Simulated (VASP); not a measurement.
# Nb (I4/mmm) in VASP: notebook

Nb is run at these levels: PBEsol; tasks: single point.

Program: VASP 6.6.1. These are calculated values, not measurements. Logs are shortened: lines on timing, memory, paths and dates and some standing lists are left out, and cuts for length are marked.

## Step 1: The cell of the first run

Symmetry: I4/mmm, No. 139, tetragonal system. Conventional cell: a = 3.278 Å, b = 3.278 Å, c = 3.228 Å, α = 90.00°, β = 90.00°, γ = 90.00°. Nb (site symmetry 4/mmm) has 14 Nb at 2.82 to 3.28 Å within 3.7 Å.

## Step 2: Single point, PBEsol (strain -0.015 along x and y, -0.030 along z)

INCAR

```
SYSTEM = Nb
ALGO = Fast
EDIFF = 1E-6
ENCUT = 520
GGA = PS
ISIF = 2
ISMEAR = 0
LASPH = .TRUE.
LCHARG = .FALSE.
LREAL = .FALSE.
LWAVE = .FALSE.
NBANDS = 12
NELM = 100
PREC = Accurate
SIGMA = 0.15
```

KPOINTS

```
k-points
0
G
  20 20 20
  0 0 0
```

POSCAR

```
Nb
1.0
   -1.6389907500      1.6389907500      1.6140315000
    1.6389907500     -1.6389907500      1.6140315000
    1.6389907500      1.6389907500     -1.6140315000
Nb
1
Direct
    0.0000000000      0.0000000000      0.0000000000
```

Potentials or basis: VASP PAW PBE potentials, release 64 (Nb_sv).

Started as:

```sh
> cat potpaw_PBE.64/Nb_sv/POTCAR > POTCAR
> mpirun -np 1 vasp_std > vasp.out
```

OUTCAR:

```text
SYSTEM = Nb
   EDIFF = 1E-6
   ENCUT = 520
   GGA = PS
   ISIF = 2
   ISMEAR = 0
   LASPH = .TRUE.
   LREAL = .FALSE.
   NELM = 100
   PREC = Accurate

 ion  position               nearest neighbor table
   1  0.000  0.000  0.000-

  LATTYP: Found a body centered tetragonal cell.
 ALAT       =     3.2779815000
 C/A-ratio  =     0.9847715736

  Lattice vectors:

 A1 = (  -1.6389907500,   1.6389907500,   1.6140315000)
 A2 = (   1.6389907500,  -1.6389907500,   1.6140315000)
 A3 = (   1.6389907500,   1.6389907500,  -1.6140315000)

Analysis of symmetry for initial positions (statically):
=====================================================================
 Subroutine PRICEL returns:
 Original cell was already a primitive cell.

 Routine SETGRP: Setting up the symmetry group for a
 body centered tetragonal supercell.

 Subroutine GETGRP returns: Found 16 space group operations
 (whereof 16 operations were pure point group operations)
 out of a pool of 16 trial point group operations.

The static configuration has the point symmetry D_4h.

Analysis of symmetry for dynamics (positions and initial velocities):
=====================================================================
 Subroutine PRICEL returns:
 Original cell was already a primitive cell.

 Routine SETGRP: Setting up the symmetry group for a
 body centered tetragonal supercell.

 Subroutine GETGRP returns: Found 16 space group operations
 (whereof 16 operations were pure point group operations)
 out of a pool of 16 trial point group operations.

The dynamic configuration has the point symmetry D_4h.

 Subroutine INISYM returns: Found 16 space group operations
 (whereof 16 operations are pure point group operations),
 and found     1 'primitive' translations

----------------------------------------------------------------------------------------

                                     Primitive cell

  volume of cell :      17.3430

  direct lattice vectors                    reciprocal lattice vectors
    -1.638990750  1.638990750  1.614031500     0.000000000  0.305065785  0.309783297
     1.638990750 -1.638990750  1.614031500     0.305065785  0.000000000  0.309783297
     1.638990750  1.638990750 -1.614031500     0.305065785  0.305065785  0.000000000

  length of vectors
     2.824478543  2.824478543  2.824478543     0.434776753  0.434776753  0.431428171

  position of ions in fractional coordinates (direct lattice)
     0.000000000  0.000000000  0.000000000

  ion indices of the primitive-cell ions
   primitive index   ion index
                 1           1

----------------------------------------------------------------------------------------

 KPOINTS: k-points

Automatic generation of k-mesh.
 Grid dimensions read from file:
 generate k-points for:   20   20   20

 Generating k-lattice:

  Cartesian coordinates                     Fractional coordinates (reciprocal lattice)
     0.000000000  0.015253289  0.015489165     0.050000000  0.000000000  0.000000000
     0.015253289  0.000000000  0.015489165     0.000000000  0.050000000  0.000000000
     0.015253289  0.015253289  0.000000000     0.000000000  0.000000000  0.050000000

  Length of vectors
     0.021738838  0.021738838  0.021571409

  Shift w.r.t. Gamma in fractional coordinates (k-lattice)
     0.000000000  0.000000000  0.000000000

 Subroutine IBZKPT returns following result:
 ===========================================

 Found    641 irreducible k-points:

 Following reciprocal coordinates:
            Coordinates               Weight
  0.000000  0.000000  0.000000      1.000000
  0.050000  0.000000  0.000000      8.000000
  0.100000  0.000000  0.000000      8.000000
  0.150000  0.000000  0.000000      8.000000
  0.200000  0.000000  0.000000      8.000000
  0.250000  0.000000  0.000000      8.000000
[... 16 lines left out ...]
 -0.400000  0.050000 -0.000000     16.000000
 -0.350000  0.050000 -0.000000     16.000000
 [... further k-points ...]
   k-points           NKPTS =    641   k-points in BZ     NKDIM =    641   number of bands    NBANDS=     12
   number of dos      NEDOS =    301   number of ions     NIONS =      1
   total plane-waves  NPLWV =  13824
   dimension x,y,z NGX =    24 NGY =   24 NGZ =   24
   dimension x,y,z NGXF=    48 NGYF=   48 NGZF=   48
   ions per type =               1
   NGX,Y,Z   is equivalent  to a cutoff of  14.13, 14.13, 14.13 a.u.
   NGXF,Y,Z  is equivalent  to a cutoff of  28.25, 28.25, 28.25 a.u.
 SYSTEM =  Nb
   PREC   = accura    normal or accurate (medium, high low for compatibility)
   ISTART =      0    job   : 0-new  1-cont  2-samecut
   ICHARG =      2    charge: 1-file 2-atom 10-const
   ISPIN  =      1    spin polarized calculation?
   LNONCOLLINEAR =      F non collinear calculations
   LSORBIT =      F    spin-orbit coupling
   LASPH  =      T    aspherical Exc in radial PAW
   ENCUT  =  520.0 eV  38.22 Ry    6.18 a.u.   5.25  5.25  5.25*2*pi/ulx,y,z
   NELM   =    100;   NELMIN=  2; NELMDL= -5     # of ELM steps
   EDIFF  = 0.1E-05   stopping-criterion for ELM
   LREAL  =      F    real-space projection
   EDIFFG = 0.1E-04   stopping-criterion for IOM
   NSW    =      0    number of steps for IOM
   IBRION =     -1    ionic relax: 0-MD 1-quasi-New 2-CG
   NFREE  =      0    steps in history (QN), initial steepest desc. (CG)
   ISIF   =      2    stress and relaxation
   ISYM   =      2    0-nonsym 1-usesym 2-fastsym
   POTIM  = 0.5000    time-step for ionic-motion
   TEBEG  =    0.0;   TEEND  =   0.0 temperature during run
   PSTRESS=    0.0 pullay stress
   NELECT =      13.0000    total number of electrons
   NUPDOWN=      -1.0000    fix difference up-down
   EMIN   =  10.00;   EMAX   =-10.00  energy-range for DOS
   EFERMI =   0.00;   METHOD = LEGACY
   ISMEAR =     0;   SIGMA  =   0.15  broadening in eV -4-tet -1-fermi 0-gaus
   EFERMI_NEDOS =   21; number of points for ismear=-14 and -15
   IALGO  =     68    algorithm
   IMIX   =      4    mixing-type and parameters
     AMIX     =   0.40;   BMIX     =  1.00
     AMIX_MAG =   1.60;   BMIX_MAG =  1.00
  volume/ion in A,a.u.               =      17.34       117.04
  Fermi-wavevector in a.u.,A,eV,Ry     =   1.487125  2.810260 30.089858  2.211542
  Thomas-Fermi vector in A             =   2.600325
   LORBIT       =      0    0 simple, 1 ext, 2 COOP (PROOUT), +10 PAW based schemes
   GGA     = PS    functional components
   LHFCALC =     F    Hartree Fock is set to
   AEXX    =    0.0000 exact exchange contribution
   IVDW    =     0    specifies the selected vdW correction
   LEPSILON=     F    determine dielectric tensor
   LRPA    =     F    only Hartree local field effects (RPA)
 non-spin polarized calculation
 RMM-DIIS sequential band-by-band and
 Gauss-broadening in eV      SIGMA  =   0.15
  energy-cutoff  :      520.00
  volume of cell :       17.34
 maximum number of plane-waves:       482
 NGX is ok and might be reduce to    24
   NGX = 11   NGY = 11   NGZ = 11

 number of electron      13.0000001 magnetization

 Free energy of the ion-electron system (eV)
  ---------------------------------------------------
  ext. energy  EPLUGINS =         0.00000000
  ---------------------------------------------------
  free energy    TOTEN  =       -10.95917159 eV

  energy without entropy =      -10.94354547  energy(sigma->0) =      -10.95135853

 E-fermi :  11.5877     XC(G=0): -12.8264

 val. band max:       11.5847077380   @ k =   0.4000   0.3000   0.1500
 cond. band min:      11.5887905978   @ k =  -0.1000  -0.3000   0.0500
 fundamental gap:      0.0040828598
 Fermi energy:        11.5876833696

 k-point     1 :       0.0000    0.0000    0.0000
  band No.  band energies     occupation
      1     -42.6417      2.00000
      2     -17.8705      2.00000
      3     -17.8705      2.00000
      4     -17.8697      2.00000
      5       5.5406      2.00000
      6      11.8165      0.03102
      7      11.9970      0.00011
      8      11.9970      0.00011
      9      14.8464      0.00000
     10      15.0940      0.00000
     11      25.8040      0.00000
     12      25.8072      0.00000

 k-point     2 :       0.0500    0.0000    0.0000
  band No.  band energies     occupation
      1     -42.6348      2.00000
      2     -17.9111      2.00000
      3     -17.8830      2.00000
      4     -17.8707      2.00000
      5       5.6504      2.00000
      6      11.8006      0.04473
      7      11.9796      0.00022
      8      12.0476      0.00001
      9      14.8120      0.00000
     10      15.0189      0.00000
     11      25.9661      0.00000
     12      25.9955      0.00000

 k-point     3 :       0.1000    0.0000    0.0000
  band No.  band energies     occupation
      1     -42.6147      2.00000
      2     -18.0290      2.00000
      3     -17.9190      2.00000
      4     -17.8723      2.00000
      5       5.9671      2.00000
      6      11.6317      0.67822
      7      11.9102      0.00236
      8      12.3318      0.00000
      9      14.6402      0.00000
     10      14.9487      0.00000
     11      26.2608      0.00000
     12      26.5505      0.00000

 k-point     4 :       0.1500    0.0000    0.0000
  band No.  band energies     occupation
      1     -42.5832      2.00000
      2     -18.2093      2.00000
      3     -17.9746      2.00000
      4     -17.8749      2.00000
      5       6.4500      2.00000
      6      11.3515      1.97406
      7      11.7602      0.10387
      8      12.8339      0.00000
      9      14.4447      0.00000
     10      14.9572      0.00000
     11      26.5400      0.00000
     12      27.4336      0.00000

 k-point     5 :       0.2000    0.0000    0.0000
  band No.  band energies     occupation
      1     -42.5433      2.00000
      2     -18.4313      2.00000
      3     -18.0439      2.00000
      4     -17.8781      2.00000
      5       7.0194      2.00000
      6      11.0203      2.00000
      7      11.5658      1.16354
      8      13.5206      0.00000
      9      14.3960      0.00000
     10      15.0114      0.00000
     11      26.5830      0.00000
     12      28.5843      0.00000
[... 228 lines left out ...]
      1     -42.3517      2.00000
      2     -19.3871      2.00000
      3     -18.3665      2.00000
      4     -17.9093      2.00000
      5       7.7588      2.00000
      6       9.7739      2.00000
      7      13.7487      0.00000
      8      15.0535      0.00000
      9      15.9399      0.00000
     10      18.3916      0.00000
     11      23.4831      0.00000
     12      24.2630      0.00000

 k-point    22 :      -0.4500    0.0500    0.0000
  band No.  band energies     occupation
      1     -42.3661      2.00000
      2     -19.3196      2.00000
      3     -18.3429      2.00000
      4     -17.9076      2.00000
      5       7.8299      2.00000
      6       9.8559      2.00000
      7      13.2508      0.00000
      8      15.0702      0.00000
      9      15.7807      0.00000
     10      17.8603      0.00000
     11      23.7785      0.00000
     12      24.8194      0.00000

 k-point    23 :      -0.4000    0.0500   -0.0000
  band No.  band energies     occupation
      1     -42.3931      2.00000
      2     -19.1906      2.00000
      3     -18.2978      2.00000
      4     -17.9049      2.00000
      5       7.9325      2.00000
      6      10.0152      2.00000
      7      12.5271      0.00000
      8      14.9688      0.00000
      9      15.5758      0.00000
     10      16.9902      0.00000
     11      24.3361      0.00000
     12      25.7427      0.00000

 k-point    24 :      -0.3500    0.0500   -0.0000
  band No.  band energies     occupation
      1     -42.4301      2.00000
      2     -19.0107      2.00000
      3     -18.2350      2.00000
      4     -17.9013      2.00000
      5       7.9704      2.00000
      6      10.2439      2.00000
      7      11.8471      0.01445
      8      14.7344      0.00000
      9      15.4081      0.00000
     10      15.9890      0.00000
     11      25.0868      0.00000
     12      26.8031      0.00000

 [... further k-points ...]
[... 5 lines left out ...]
  --------------------------------------------------------------------------------------
  -------------------------------------------------------------------------------------
  Total        0.0864495      0.0864495      0.2935589      0.0000000      0.0000000      0.0000000
  in kB        7.9863454      7.9863454     27.1194486      0.0000000      0.0000000      0.0000000
  external PRESSURE =      14.3640465 kB  Pullay stress =       0.0000000 kB

 VOLUME and BASIS-vectors are now :
 -----------------------------------------------------------------------------
  energy-cutoff  :      520.00
  volume of cell :       17.34
      direct lattice vectors                 reciprocal lattice vectors
    -1.638990750  1.638990750  1.614031500     0.000000000  0.305065785  0.309783297
     1.638990750 -1.638990750  1.614031500     0.305065785  0.000000000  0.309783297
     1.638990750  1.638990750 -1.614031500     0.305065785  0.305065785  0.000000000

 POSITION                                       TOTAL-FORCE (eV/Angst)
 -----------------------------------------------------------------------------------
      0.00000      0.00000      0.00000         0.000000      0.000000      0.000000
 -----------------------------------------------------------------------------------
    total drift:                                0.000000      0.000000     -0.000000

  FREE ENERGIE OF THE ION-ELECTRON SYSTEM (eV)
  ---------------------------------------------------
  free  energy   TOTEN  =       -10.9591715950 eV

  energy  without entropy=      -10.9435454714  energy(sigma->0) =      -10.95135853
```

Run time: 2.3 min. Hardware: 1 thread of Intel Xeon 6975P-C, shared host; peak memory 0.25 GiB.

What came out:

| Property | Result |
| --- | --- |
| Free energy | -10.9592 eV |
| Pressure | 1.4 GPa |

Caveat: the cell differs from its parent crystal (strain -0.015 along x and y, -0.030 along z); the PAW data sets were made with another functional, which shifts forces and pressure a little.

## Step 3: Single point, PBEsol (strain -0.030 along x and y, +0.030 along z)

INCAR

```
PREC = Accurate
ENCUT = 520
EDIFF = 1E-6
ISMEAR = 0
SIGMA = 0.15
LREAL = False
LASPH = True
NELM = 60
ALGO = Fast
ISIF = 2
LWAVE = False
LCHARG = False
GGA = PS
NBANDS = 12
```

KPOINTS

```
regular mesh
0
Gamma
  20 20 20
```

POSCAR

```
Nb
1.0
   -1.6140315000      1.6140315000      1.7138685000
    1.6140315000     -1.6140315000      1.7138685000
    1.6140315000      1.6140315000     -1.7138685000
Nb
1
Direct
    0.0000000000      0.0000000000      0.0000000000
```

Potentials or basis: VASP PAW PBE potentials, release 64 (Nb_sv).

Started as:

```sh
> cat potpaw_PBE.64/Nb_sv/POTCAR > POTCAR
> mpirun -np 1 vasp_std > vasp.out
```

Wall time 2.6 min (1 thread of Intel Xeon 6975P-C, shared host); peak memory 0.25 GiB.

It converged, with:

```yaml
Free_energy: -10.9402 eV
Pressure: -3.5 GPa
```

Stress tensor (GPa, compression positive):
```
-0.97  0.00  0.00
 0.00 -0.97  0.00
 0.00  0.00 -8.42
```

Levels at points of the mesh, in eV from the Fermi level:
```
           k point  band 4  band 5  band 6  band 7  band 8  band 9
(0.00, 0.00, 0.00)  -29.57   -6.01    0.17    0.17    0.81    2.81
(0.50, 0.00, 0.00)  -29.57   -3.77   -1.45    2.17    2.82    4.09
(0.50, 0.50, 0.00)  -29.63   -3.84   -2.15    2.61    3.90    4.32
(0.50, 0.50, 0.50)  -30.47   -3.88   -3.71    5.55    5.76    5.76
```

Caveat: the cell differs from its parent crystal (strain -0.030 along x and y, +0.030 along z); the PAW data sets were made with another functional, which shifts forces and pressure a little.
